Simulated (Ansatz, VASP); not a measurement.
One calculation of AlN, two programs

```xyz
4
Lattice="3.2227 0.0000 0.0000 -1.6114 2.7909 0.0000 0.0000 0.0000 4.2404" Properties=species:S:1:pos:R:3 pbc="T T T"
Al    0.0000    1.8606    3.1803
Al    1.6114    0.9303    1.0601
N     0.0000    1.8606    1.0601
N     1.6114    0.9303    3.1803
```

Alike in both runs: task single point; functional PBEsol; k mesh 9 × 9 × 6; occupations gaussian, width 0.05 eV; no spin polarisation.

|  | VASP | Ansatz |
| --- | --- | --- |
| version | VASP 6.6.1 | Ansatz 0.2.0 |
| potentials or method | VASP PAW PBE potentials, release 64 (Al, N), cutoff 520 eV | scalar-relativistic, plane waves, PAW |
| valence electrons in the cell | 16 | 16 |

|  | VASP | Ansatz | Ansatz less VASP |
| --- | --- | --- | --- |
| gap on the k mesh at the Fermi level (eV) | 3.42 | 3.40 | -0.016 |
| least direct gap on the mesh (eV) | 3.42 | 3.40 | -0.016 |
| pressure (GPa) | 7.6 | 7.6 | -0.06 |
| traceless stress, the component that is largest in VASP (GPa) | -8.05 | -7.96 | +0.093 |

VASP's potentials were made for PBE, not for PBEsol, and Ansatz warns of the same on its side. The functional is the same, so the differences come from potentials, cutoffs and numerics.
